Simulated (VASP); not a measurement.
Write the native input for VASP 6.6.1 that does the following.

```yaml
Task: relaxation of cell and atoms
Functional: RPBE
Potentials_or_basis: VASP PAW PBE potentials, release 64 (W_sv, Au)
Cutoff: 600 eV
k_mesh: 8 × 8 × 8
Occupations: fermi-dirac, width 0.05 eV
Spin: no spin polarisation
Dipole_correction: no
Further_INCAR_settings: ALGO = Fast; EDIFF = 1e-06; IBRION = 2; EDIFFG = -0.01; NSW = 60; ISIF = 3
```

The structure of WAu lies in POSCAR:

```
WAu
1.0
    0.0000000000      2.7479792600      2.7479792600
    2.7479792600      0.0000000000      2.7479792600
    2.7479792600      2.7479792600      0.0000000000
W Au
1 1
Direct
    0.0000000000      0.0000000000      0.0000000000
    0.7500000000      0.7500000000      0.7500000000
```

The input as run:

INCAR

```
SYSTEM = WAu
  PREC = Accurate
  ENCUT = 600
  EDIFF = 1E-6
  ISMEAR = -1
  SIGMA = 0.05
  LREAL = .FALSE.
  LASPH = .TRUE.
  NELM = 100
  ALGO = Fast
  ISIF = 3
  LWAVE = .FALSE.
  LCHARG = .FALSE.
  GGA = RP
  IBRION = 2
  NSW = 60
  EDIFFG = -0.01
```

KPOINTS

```
Automatic mesh
0
G
  8 8 8
  0 0 0
```

Potentials or basis: VASP PAW PBE potentials, release 64 (W_sv, Au).

Run with:

```bash
$ cat potpaw_PBE.64/W_sv/POTCAR potpaw_PBE.64/Au/POTCAR > POTCAR
$ mpirun -np 1 vasp_std > vasp.out
```

Results of the run:

```
Relaxed volume                         : 25.11 Å³/atom
Relaxed cell                           : a = 4.141 Å, b = 4.141 Å, c = 4.141 Å, α = 60.00°, β = 60.00°, γ = 60.00°
Space group after relaxing (to 0.05 Å) : F-43m (No. 216)
Energy gained by relaxing              : 404.2 meV/atom
Ionic steps                            : 5
Pressure after relaxing                : 0.0 GPa
```

Caveat: the volume moved by over 15 % at a fixed basis, so the end points are rough; the PAW data sets were made with another functional, which shifts forces and pressure a little.

It took 97 s on 1 thread of Intel Xeon 6975P-C (shared host), peak memory 0.2 GiB.
